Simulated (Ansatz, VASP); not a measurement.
**CdP2C: VASP beside Ansatz**

Contents of POSCAR:

```
CdP2C
1.0
    3.3048441637      0.0000000000      0.0000000000
    0.0000000000      3.3048441637      0.0000000000
    0.0000000000      0.0000000000      5.9718372581
Cd P C
1 2 1
Direct
    0.0000000000      0.0000000000      0.0000000000
    0.0000000000      0.5000000000      0.3265445761
    0.5000000000      0.0000000000      0.6734554239
    0.5000000000      0.5000000000      0.5000000000
```

INCAR.step1

```
  PREC = Accurate
  ENCUT = 520
  EDIFF = 1E-5
  ISMEAR = 1
  SIGMA = 0.5
  LREAL = F
  LASPH = T
  NELM = 100
  ALGO = Normal
  ISIF = 2
  LWAVE = T
  LCHARG = F
  NBANDS = 21
  GGA = PE
```

File INCAR.step2:

```
  PREC = Accurate
  ENCUT = 520
  EDIFF = 1E-6
  ISMEAR = 1
  SIGMA = 0.5
  LREAL = F
  LASPH = T
  NELM = 100
  ALGO = Normal
  ISIF = 2
  LWAVE = F
  LCHARG = F
  GGA = PE
  LHFCALC = T
  HFSCREEN = 0.2079
  PRECFOCK = Normal
  NBANDS = 21
  ISTART = 1
```

The input KPOINTS:

```
Automatic mesh
0
Gamma
  4 4 2
```

Input for Ansatz:

```yaml
crystal:
  lattice:
    - [3.3048441637, 0.0, 0.0]
    - [0.0, 3.3048441637, 0.0]
    - [0.0, 0.0, 5.9718372581]
  atoms:
    - { symbol: Cd, position: [0.0, 0.0, 0.0] }
    - { symbol: P, position: [0.0, 0.5, 0.3265445761] }
    - { symbol: C, position: [0.5, 0.5, 0.5] }
    - { symbol: P, position: [0.5, 0.0, 0.6734554239] }
kpoints:
  mp_grid: { grid: [4, 4, 2] }
hamiltonian:
  xc: hse06
scf:
  occupations: { method: cold, width: 0.5 }
  n_extra_bands: 5
output:
  forces: true
  stress: true
  eigenvalues: true
```

Alike in both runs: task single point; functional HSE06; k mesh 4 × 4 × 2; no spin polarisation.

|  | VASP | Ansatz |
| --- | --- | --- |
| version | VASP 6.6.1 | Ansatz 0.2.0 |
| potentials or method | VASP PAW PBE potentials, release 64 (Cd, P, C) | plane waves |
| plane-wave cutoff (eV) | 520 | 420 |
| occupations | methfessel-paxton of order 1, width 0.5 eV | cold, width 0.5 eV |
| valence electrons in the cell | 26 | 34 |

```tsv
	VASP	Ansatz	Ansatz less VASP
pressure (GPa)	-1.1	-1.2	-0.03
rms of the force components (eV/Å)	0.351	0.324	-0.0271
```

VASP's potentials hold 26 valence electrons a cell and Ansatz's 34, so a difference there can come from the potentials and not from the codes. Ansatz's warnings: filled band counts differ across k points, stress exchange threshold loose, stress scf threshold loose.

The k mesh is coarse, so the values compare programs but aren't converged.
